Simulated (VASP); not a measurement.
**Y: single point with LDA**

Crystal: Y.

```
Y
1.0
     5.47614    0.00000    0.00000
    -2.73807    4.74247    0.00000
     0.00000    0.00000    3.40947
Y
3
Direct
  0.00000 0.00000 0.00000
  0.33333 0.66667 0.50000
  0.66667 0.33333 0.50000
```

```
Program             : VASP 6.6.1
Task                : single point
Functional          : LDA
Potentials or basis : VASP PAW LDA potentials, release 64 (Y_sv)
Cutoff              : 520 eV
k mesh              : 8 × 8 × 10
Occupations         : fermi-dirac, width 0.1 eV
Spin                : no spin polarisation
```

The pressure is -0.1 GPa.

Levels at points of the mesh, in eV from the Fermi level:
```tsv
k point	band 13	band 14	band 15	band 16	band 17	band 18	band 19	band 20	band 21	band 22
(0.00, 0.00, 0.00)	-4.75	-1.22	0.17	0.17	0.21	0.21	0.44	1.74	2.50	2.50
(0.50, 0.00, 0.00)	-2.73	-2.64	-1.96	0.32	0.46	0.46	0.95	1.46	1.52	2.04
(0.00, 0.00, 0.50)	-1.65	-1.31	-1.31	-0.94	-0.79	-0.79	1.81	1.81	2.31	2.31
(0.50, 0.00, 0.50)	-1.72	-1.47	-0.93	-0.38	0.07	0.07	1.20	1.30	1.72	2.05
```

Run time: 110 s on 1 thread of Intel(R) Xeon(R) Platinum 8259CL CPU @ 2.50GHz (Skylake/Cascade Lake) (shared host), peak memory 0.26 GiB.
